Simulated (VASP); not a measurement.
# TaSi2 in VASP: further runs

The runs below take TaSi2 through single point, relaxation of cell and atoms, with PBE.

Program: VASP 6.6.1. These are calculated values, not measurements. Logs are shortened: lines on timing, memory, paths and dates and some standing lists are left out, and cuts for length are marked.

## (1) The cell of the first run

The typed cell holds 3 atoms: a = 4.830 Å, b = 4.830 Å, c = 4.830 Å, α = 43.79°, β = 43.79°, γ = 43.79°.

## (2) Single point, PBE

INCAR reads:

```
ALGO = Normal ; EDIFF = 1E-6
ENCUT = 520 ; GGA = PE
ISIF = 2 ; ISMEAR = 0
LASPH = T ; LCHARG = T
LELF = T ; LREAL = F
LVHAR = T ; LWAVE = F
NBANDS = 16 ; NELM = 80
PREC = Accurate ; SIGMA = 0.1
```

KPOINTS reads:

```
k-points
0
Gamma
  6 6 6
```

POSCAR reads:

```
TaSi2
1.0
    1.8011973309      1.0399217656      4.3590889186
   -1.8011973309      1.0399217656      4.3590889186
    0.0000000000     -2.0798435260      4.3590889198
Ta Si
1 2
Direct
    0.1959654117      0.1959654117      0.1959654117
   -0.0144790590     -0.0144790590     -0.0144790590
    0.4063789973      0.4063789973      0.4063789973
```

Potentials or basis: VASP PAW PBE potentials, release 64 (Ta_pv, Si).

On the command line:

```console
$ cat potpaw_PBE.64/Ta_pv/POTCAR potpaw_PBE.64/Si/POTCAR > POTCAR
$ mpirun -np 1 vasp_std > vasp.out
```

OUTCAR:

```text
EDIFF = 1E-6
   ENCUT = 520
   GGA = PE
   ISIF = 2
   ISMEAR = 0
   LASPH = T
   LREAL = F
   NELM = 80
   PREC = Accurate

 ion  position               nearest neighbor table
   1  0.196  0.196  0.196-   2 2.63   2 2.63   2 2.63   3 2.63   3 2.63   3 2.63   3 2.75   2 2.75

   2  0.986  0.986  0.986-   3 2.37   3 2.37   3 2.37   1 2.63   1 2.63   1 2.63   1 2.75
   3  0.406  0.406  0.406-   2 2.37   2 2.37   2 2.37   1 2.63   1 2.63   1 2.63   1 2.75

  LATTYP: Found a trigonal (rhomboedric) cell.
 ALAT       =     4.8298452671
 COS(alpha) =     0.7218454618

  Lattice vectors:

 A1 = (   1.8011973309,   1.0399217656,   4.3590889186)
 A2 = (  -1.8011973309,   1.0399217656,   4.3590889186)
 A3 = (   0.0000000000,  -2.0798435260,   4.3590889198)

Analysis of symmetry for initial positions (statically):
=====================================================================
 Subroutine PRICEL returns:
 Original cell was already a primitive cell.

 Routine SETGRP: Setting up the symmetry group for a
 trigonal (rhombohedral) supercell.

 Subroutine GETGRP returns: Found  6 space group operations
 (whereof  6 operations were pure point group operations)
 out of a pool of 12 trial point group operations.

The static configuration has the point symmetry C_3v.

Analysis of symmetry for dynamics (positions and initial velocities):
=====================================================================
 Subroutine PRICEL returns:
 Original cell was already a primitive cell.

 Routine SETGRP: Setting up the symmetry group for a
 trigonal (rhombohedral) supercell.

 Subroutine GETGRP returns: Found  6 space group operations
 (whereof  6 operations were pure point group operations)
 out of a pool of 12 trial point group operations.

The dynamic configuration has the point symmetry C_3v.

 Subroutine INISYM returns: Found  6 space group operations
 (whereof  6 operations are pure point group operations),
 and found     1 'primitive' translations

----------------------------------------------------------------------------------------

                                     Primitive cell

  volume of cell :      48.9902

  direct lattice vectors                    reciprocal lattice vectors
     1.801197331  1.039921766  4.359088919     0.277593127  0.160268467  0.076468578
    -1.801197331  1.039921766  4.359088919    -0.277593127  0.160268467  0.076468578
     0.000000000 -2.079843526  4.359088920     0.000000000 -0.320536934  0.076468579

  length of vectors
     4.829845267  4.829845267  4.829845267     0.329532046  0.329532046  0.329532046

  position of ions in fractional coordinates (direct lattice)
     0.195965412  0.195965412  0.195965412
     0.985520941  0.985520941  0.985520941
     0.406378997  0.406378997  0.406378997

  ion indices of the primitive-cell ions
   primitive index   ion index
                 1           1
                 2           2
                 3           3

----------------------------------------------------------------------------------------

 KPOINTS: k-points

Automatic generation of k-mesh.
 Grid dimensions read from file:
 generate k-points for:    6    6    6

 Generating k-lattice:

  Cartesian coordinates                     Fractional coordinates (reciprocal lattice)
     0.046265521  0.026711411  0.012744763     0.166666667 -0.000000000 -0.000000000
    -0.046265521  0.026711411  0.012744763    -0.000000000  0.166666667 -0.000000000
     0.000000000 -0.053422822  0.012744763    -0.000000000 -0.000000000  0.166666667

  Length of vectors
     0.054922008  0.054922008  0.054922008

  Shift w.r.t. Gamma in fractional coordinates (k-lattice)
     0.000000000  0.000000000  0.000000000

 Subroutine IBZKPT returns following result:
 ===========================================

 Found     32 irreducible k-points:

 Following reciprocal coordinates:
            Coordinates               Weight
  0.000000  0.000000  0.000000      1.000000
  0.166667 -0.000000  0.000000      6.000000
  0.333333  0.000000  0.000000      6.000000
  0.500000  0.000000  0.000000      3.000000
  0.166667  0.166667  0.000000      6.000000
  0.333333  0.166667 -0.000000     12.000000
[... 16 lines left out ...]
  0.500000  0.500000  0.166667      6.000000
 -0.333333  0.500000  0.166667     12.000000
 [... further k-points ...]
   k-points           NKPTS =     32   k-points in BZ     NKDIM =     32   number of bands    NBANDS=     16
   number of dos      NEDOS =    301   number of ions     NIONS =      3
   total plane-waves  NPLWV =  46656
   dimension x,y,z NGX =    36 NGY =   36 NGZ =   36
   dimension x,y,z NGXF=    72 NGYF=   72 NGZF=   72
   ions per type =               1   2
   NGX,Y,Z   is equivalent  to a cutoff of  12.39, 12.39, 12.39 a.u.
   NGXF,Y,Z  is equivalent  to a cutoff of  24.78, 24.78, 24.78 a.u.
 SYSTEM =  unknown system
   PREC   = accura    normal or accurate (medium, high low for compatibility)
   ISTART =      0    job   : 0-new  1-cont  2-samecut
   ICHARG =      2    charge: 1-file 2-atom 10-const
   ISPIN  =      1    spin polarized calculation?
   LNONCOLLINEAR =      F non collinear calculations
   LSORBIT =      F    spin-orbit coupling
   LASPH  =      T    aspherical Exc in radial PAW
   ENCUT  =  520.0 eV  38.22 Ry    6.18 a.u.   8.98  8.98  8.98*2*pi/ulx,y,z
   NELM   =     80;   NELMIN=  2; NELMDL= -5     # of ELM steps
   EDIFF  = 0.1E-05   stopping-criterion for ELM
   LREAL  =      F    real-space projection
   EDIFFG = 0.1E-04   stopping-criterion for IOM
   NSW    =      0    number of steps for IOM
   IBRION =     -1    ionic relax: 0-MD 1-quasi-New 2-CG
   NFREE  =      0    steps in history (QN), initial steepest desc. (CG)
   ISIF   =      2    stress and relaxation
   ISYM   =      2    0-nonsym 1-usesym 2-fastsym
   POTIM  = 0.5000    time-step for ionic-motion
   TEBEG  =    0.0;   TEEND  =   0.0 temperature during run
   PSTRESS=    0.0 pullay stress
   NELECT =      19.0000    total number of electrons
   NUPDOWN=      -1.0000    fix difference up-down
   EMIN   =  10.00;   EMAX   =-10.00  energy-range for DOS
   EFERMI =   0.00;   METHOD = LEGACY
   ISMEAR =     0;   SIGMA  =   0.10  broadening in eV -4-tet -1-fermi 0-gaus
   EFERMI_NEDOS =   21; number of points for ismear=-14 and -15
   IALGO  =     38    algorithm
   IMIX   =      4    mixing-type and parameters
     AMIX     =   0.40;   BMIX     =  1.00
     AMIX_MAG =   1.60;   BMIX_MAG =  1.00
  volume/ion in A,a.u.               =      16.33       110.20
  Fermi-wavevector in a.u.,A,eV,Ry     =   1.193868  2.256084 19.392673  1.425321
  Thomas-Fermi vector in A             =   2.329872
   LORBIT       =      0    0 simple, 1 ext, 2 COOP (PROOUT), +10 PAW based schemes
   GGA     = PE    functional components
   LHFCALC =     F    Hartree Fock is set to
   AEXX    =    0.0000 exact exchange contribution
   IVDW    =     0    specifies the selected vdW correction
   LEPSILON=     F    determine dielectric tensor
   LRPA    =     F    only Hartree local field effects (RPA)
 non-spin polarized calculation
 Gauss-broadening in eV      SIGMA  =   0.10
  energy-cutoff  :      520.00
  volume of cell :       48.99
 maximum number of plane-waves:      1366
   NGX = 17   NGY = 17   NGZ = 17

 number of electron      19.0000000 magnetization

 Free energy of the ion-electron system (eV)
  ---------------------------------------------------
  ext. energy  EPLUGINS =         0.00000000
  ---------------------------------------------------
  free energy    TOTEN  =       -23.15299850 eV

  energy without entropy =      -23.14834932  energy(sigma->0) =      -23.15067391

 E-fermi :   8.1569     XC(G=0): -11.3745

 val. band max:        8.1245461070   @ k =   0.5000   0.5000   0.5000
 cond. band min:       8.1847695470   @ k =  -0.1667   0.1667   0.0000
 fundamental gap:      0.0602234400
 Fermi energy:         8.1568918818

 k-point     1 :       0.0000    0.0000    0.0000
  band No.  band energies     occupation
      1     -26.5684      2.00000
      2     -26.5531      2.00000
      3     -26.5531      2.00000
      4      -5.0203      2.00000
      5       2.7573      2.00000
      6       3.6226      2.00000
[... 8 lines left out ...]
     15      12.5342      0.00000
     16      12.5342      0.00000

 k-point     2 :       0.1667   -0.0000    0.0000
  band No.  band energies     occupation
      1     -26.5853      2.00000
      2     -26.5644      2.00000
      3     -26.5609      2.00000
      4      -4.5795      2.00000
      5       2.5460      2.00000
      6       3.4018      2.00000
[... 8 lines left out ...]
     15      12.4657      0.00000
     16      12.9620      0.00000

 k-point     3 :       0.3333    0.0000    0.0000
  band No.  band energies     occupation
      1     -26.6490      2.00000
      2     -26.5763      2.00000
      3     -26.5561      2.00000
      4      -3.3892      2.00000
      5       1.1312      2.00000
      6       3.9971      2.00000
[... 8 lines left out ...]
     15      12.7839      0.00000
     16      13.1631      0.00000

 k-point     4 :       0.5000    0.0000    0.0000
  band No.  band energies     occupation
      1     -26.6805      2.00000
      2     -26.5840      2.00000
      3     -26.5520      2.00000
      4      -2.3142      2.00000
      5      -0.0781      2.00000
      6       3.9999      2.00000
[... 8 lines left out ...]
     15      12.1238      0.00000
     16      12.2357      0.00000
[... 324 lines left out ...]
 k-point    22 :      -0.1667    0.3333    0.1667
  band No.  band energies     occupation
      1     -26.6641      2.00000
      2     -26.6008      2.00000
      3     -26.5529      2.00000
      4      -2.2469      2.00000
      5       0.1734      2.00000
      6       3.0050      2.00000
[... 8 lines left out ...]
     15      12.7664      0.00000
     16      14.9090      0.00000

 k-point    23 :       0.5000    0.5000    0.1667
  band No.  band energies     occupation
      1     -26.6487      2.00000
      2     -26.5770      2.00000
      3     -26.5622      2.00000
      4      -2.6417      2.00000
      5       0.8739      2.00000
      6       1.8039      2.00000
[... 8 lines left out ...]
     15      12.9031      0.00000
     16      15.4507      0.00000

 k-point    24 :      -0.3333    0.5000    0.1667
  band No.  band energies     occupation
      1     -26.6640      2.00000
      2     -26.6011      2.00000
      3     -26.5559      2.00000
      4      -1.6939      2.00000
      5       0.1737      2.00000
      6       2.1571      2.00000
[... 8 lines left out ...]
     15      14.0930      0.00000
     16      14.9750      0.00000

 [... further k-points ...]
[... 5 lines left out ...]
  --------------------------------------------------------------------------------------
  -------------------------------------------------------------------------------------
  Total       -0.0386480     -0.0386480     -0.0284661      0.0000000      0.0000000      0.0000000
  in kB       -1.2639454     -1.2639454     -0.9309558      0.0000000      0.0000000      0.0000000
  external PRESSURE =      -1.1529489 kB  Pullay stress =       0.0000000 kB

 VOLUME and BASIS-vectors are now :
 -----------------------------------------------------------------------------
  energy-cutoff  :      520.00
  volume of cell :       48.99
      direct lattice vectors                 reciprocal lattice vectors
     1.801197331  1.039921766  4.359088919     0.277593127  0.160268467  0.076468578
    -1.801197331  1.039921766  4.359088919    -0.277593127  0.160268467  0.076468578
     0.000000000 -2.079843526  4.359088920     0.000000000 -0.320536934  0.076468579

 POSITION                                       TOTAL-FORCE (eV/Angst)
 -----------------------------------------------------------------------------------
      0.00000      0.00000      2.56269         0.000000     -0.000000     -0.003154
      0.00000      0.00000     12.88792         0.000000      0.000000      0.033251
      0.00000      0.00000      5.31433         0.000000     -0.000000     -0.030097
 -----------------------------------------------------------------------------------
    total drift:                                0.000000     -0.000000     -0.000078

  FREE ENERGIE OF THE ION-ELECTRON SYSTEM (eV)
  ---------------------------------------------------
  free  energy   TOTEN  =       -23.1529984991 eV

  energy  without entropy=      -23.1483493213  energy(sigma->0) =      -23.15067391
```

It took 32 s on 1 thread of Intel Xeon Platinum 8259CL at 2.50GHz (Skylake/Cascade Lake), shared host; peak memory 0.21 GiB.

Results:

| Item | Value |
| --- | --- |
| Free energy | -23.1530 eV |
| Pressure | -0.1 GPa |
| Largest force | 0.033 eV/Å |

Forces in eV/Å, atoms in the order of the input:
```
Ta   0.000  0.000 -0.003
Si   0.000  0.000  0.033
Si   0.000  0.000 -0.030
```

Caveat: spin-orbit coupling is left out, which moves the levels of the heavy elements.

## (3) Single point, PBE

This run uses another cell than the first one, of 17.24 Å³/atom, 1.056 times its volume.

INCAR reads:

```
PREC = Accurate
ENCUT = 520
EDIFF = 1E-6
ISMEAR = 0
SIGMA = 0.1
LREAL = False
LASPH = True
NELM = 80
ALGO = Normal
ISIF = 2
LWAVE = False
LCHARG = True
GGA = PE
LELF = True
LVHAR = True
NBANDS = 16
```

KPOINTS reads:

```
Automatic mesh
0
Gamma
  6 6 6
```

POSCAR reads:

```
TaSi2
1.0
    1.8788755900      1.0847693300      4.2285770800
   -1.8788755900      1.0847693300      4.2285770800
    0.0000000000     -2.1695386500      4.2285770800
Ta Si
1 2
Direct
    0.1950792100      0.1950792100      0.1950792100
    0.0275559300      0.0275559300      0.0275559300
    0.3652302100      0.3652302100      0.3652302100
```

Potentials or basis: VASP PAW PBE potentials, release 64 (Ta_pv, Si).

On the command line:

```console
$ cat potpaw_PBE.64/Ta_pv/POTCAR potpaw_PBE.64/Si/POTCAR > POTCAR
$ mpirun -np 1 vasp_std > vasp.out
```

It took 37 s on 1 thread of Intel Xeon Platinum 8259CL at 2.50GHz (Skylake/Cascade Lake), shared host; peak memory 0.21 GiB.

The run converged. Its results:

```
Free energy   : -18.3757 eV
Pressure      : 27.6 GPa
Largest force : 9.089 eV/Å
```

Forces in eV/Å, atoms in the order of the input:
```
Ta   0.000  0.000  0.960
Si   0.000  0.000 -9.089
Si   0.000  0.000  8.130
```

Stress tensor (GPa, compression positive):
```
 6.65  0.00  0.00
 0.00  6.65  0.00
 0.00  0.00 69.43
```

Levels at points of the mesh, in eV from the Fermi level:
| k point | band 7 | band 8 | band 9 | band 10 | band 11 | band 12 |
| --- | --- | --- | --- | --- | --- | --- |
| (0.00, 0.00, 0.00) | -3.53 | -3.18 | 0.18 | 0.18 | 1.44 | 1.78 |
| (0.50, 0.00, 0.00) | -3.76 | -1.92 | -1.79 | 0.00 | 1.78 | 2.16 |
| (0.50, 0.50, 0.00) | -4.14 | -3.28 | -1.59 | -0.93 | 2.11 | 2.26 |
| (0.50, 0.50, 0.50) | -2.66 | -2.66 | -1.13 | -1.13 | -0.42 | -0.42 |

Caveat: spin-orbit coupling is left out, which moves the levels of the heavy elements; forces of over 1 eV/Å act on the atoms, so gaps and moduli don't describe the material at rest.

## (4) Relaxation of cell and atoms, PBE

This run uses another cell than the first one, of 17.24 Å³/atom, 1.056 times its volume.

INCAR reads:

```
PREC = Accurate ; ENCUT = 600
EDIFF = 1E-6 ; ISMEAR = 0
SIGMA = 0.1 ; LREAL = False
LASPH = True ; NELM = 80
ALGO = Normal ; ISIF = 3
LWAVE = False ; LCHARG = False
GGA = PE ; IBRION = 2
NSW = 90 ; EDIFFG = -0.04
```

KPOINTS is that of step 3.

POSCAR is that of step 3.

On the command line:

```console
$ cat potpaw_PBE.64/Ta_pv/POTCAR potpaw_PBE.64/Si/POTCAR > POTCAR
$ mpirun -np 1 vasp_std > vasp.out
```

Run time: 7 min. Hardware: 1 thread of Intel Xeon Platinum 8259CL at 2.50GHz (Skylake/Cascade Lake), shared host; peak memory 0.26 GiB.

The run converged. Its results:

| Quantity | Value |
| --- | --- |
| Free energy | -23.1536 eV |
| Relaxed volume | 16.31 Å³/atom |
| Relaxed cell | a = 4.827 Å, b = 4.827 Å, c = 4.827 Å, α = 43.82°, β = 43.82°, γ = 43.82° |
| Space group after relaxing (to 0.05 Å) | R-3m (No. 166) |
| Energy gained by relaxing | 1592.6 meV/atom |
| Ionic steps | 16 |
| Pressure after relaxing | 0.1 GPa |
| Largest force after relaxing | 0.038 eV/Å |

Forces on the atoms (eV/Å):
```
Ta   0.000  0.000 -0.003
Si   0.000  0.000 -0.035
Si   0.000  0.000  0.038
```

Stress tensor (GPa, compression positive):
```
0.02 0.00 0.00
0.00 0.02 0.00
0.00 0.00 0.25
```

The path:
```csv
step,energy change (eV),largest force (eV/Å),pressure (GPa),volume (Å³)
1,0.0000,9.0899,27.59,51.71
2,-0.8100,0.5698,-24.02,75.30
3,-2.6268,2.4836,-16.64,61.86
4,-2.7003,2.7741,-14.48,60.58
5,-2.7299,3.3869,-9.61,58.39
6,-4.1419,2.9478,-4.41,52.19
7,-4.5736,0.2633,14.25,45.91
8,-4.6395,1.2880,6.95,47.67
9,-4.6416,1.0802,8.34,47.29
10,-4.5965,1.6029,-2.83,50.18
11,-4.7601,0.3290,2.07,48.53
12,-4.7601,0.3059,2.16,48.51
13,-4.7728,0.1254,-1.95,49.61
14,-4.7756,0.0108,-0.77,49.28
15,-4.7777,0.0412,0.15,48.92
16,-4.7777,0.0381,0.10,48.94
```

Final structure:
```yaml
crystal:
  lattice:
    - [1.80100, 1.03980, 4.35595]
    - [-1.80100, 1.03980, 4.35595]
    - [0.00000, -2.07961, 4.35595]
  atoms:
    - { symbol: Ta, position: [0.19596, 0.19596, 0.19596] }
    - { symbol: Si, position: [0.98581, 0.98581, 0.98581] }
    - { symbol: Si, position: [0.40609, 0.40609, 0.40609] }
```

Levels at points of the mesh, in eV from the Fermi level:
| k point | band 6 | band 7 | band 8 | band 9 | band 10 | band 11 | band 12 | band 13 |
| --- | --- | --- | --- | --- | --- | --- | --- | --- |
| (0.00, 0.00, 0.00) | -4.53 | -3.04 | -3.04 | -0.26 | -0.26 | 2.57 | 2.90 | 2.90 |
| (0.50, 0.00, 0.00) | -4.16 | -4.07 | -3.29 | -3.20 | 0.55 | 2.17 | 2.61 | 2.85 |
| (0.50, 0.50, 0.00) | -6.19 | -3.42 | -2.74 | -2.55 | -1.08 | 2.28 | 2.58 | 3.03 |
| (0.50, 0.50, 0.50) | -2.18 | -1.75 | -1.75 | -0.75 | -0.75 | -0.04 | -0.04 | 1.64 |

Caveat: spin-orbit coupling is left out, which moves the levels of the heavy elements.

## (5) Summary

| task | cell | cutoff (eV) | gap on the mesh (eV) | pressure (GPa) | largest force (eV/Å) |
| --- | --- | --- | --- | --- | --- |
| single point | a = 4.830 Å, angles 43.8°, 3 atoms | 520 | none | -0.1 | 0.03 |
| single point | a = 4.753 Å, angles 46.6°, 3 atoms | 520 | none | 27.6 | 9.09 |
| relaxation of cell and atoms | relaxed from a = 4.753 Å, angles 46.6°, 3 atoms | 600 | none | 0.1 | 0.04 |

Alike in all rows: level PBE; potentials or basis VASP PAW PBE potentials, release 64 (Ta_pv, Si); no spin polarisation; k mesh 6 × 6 × 6; smearing gaussian 0.1 eV.

Caveats: spin-orbit coupling is left out, which moves the levels of the heavy elements; forces of over 1 eV/Å act on the atoms, so gaps and moduli don't describe the material at rest (some runs).

Absolute energies hang on the potentials; compare differences alone.
